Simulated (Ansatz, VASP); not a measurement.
ZrS2: VASP beside Ansatz

```
S Zr
1.0
     3.64900    0.00000    0.00000
    -1.82450    3.16013    0.00000
     0.00000    0.00000   31.84163
S Zr
2 1
Direct
  0.66667 0.33333 0.45181
  0.33333 0.66667 0.54819
  0.00000 0.00000 0.50000
```

Alike in both runs: task single point; functional PBE; dispersion D3(BJ); k mesh 9 × 9 × 1; occupations gaussian, width 0.02 eV; no spin polarisation.

|  | VASP | Ansatz |
| --- | --- | --- |
| version | VASP 6.6.1 | Ansatz 0.2.0 |
| potentials or method | VASP PAW PBE potentials, release 64 (S, Zr_sv), cutoff 400 eV | scalar-relativistic, plane waves, PAW |
| valence electrons in the cell | 24 | 24 |

Ansatz gave:

```
gap on the k mesh at the Fermi level (eV) : 0.90
least direct gap on the mesh (eV)         : 1.64
rms of the force components (eV/Å)        : 0.392
```

Question: What did VASP give for the same quantities?

Answer: gap on the k mesh at the Fermi level (eV): 0.89; least direct gap on the mesh (eV): 1.64; rms of the force components (eV/Å): 0.389.
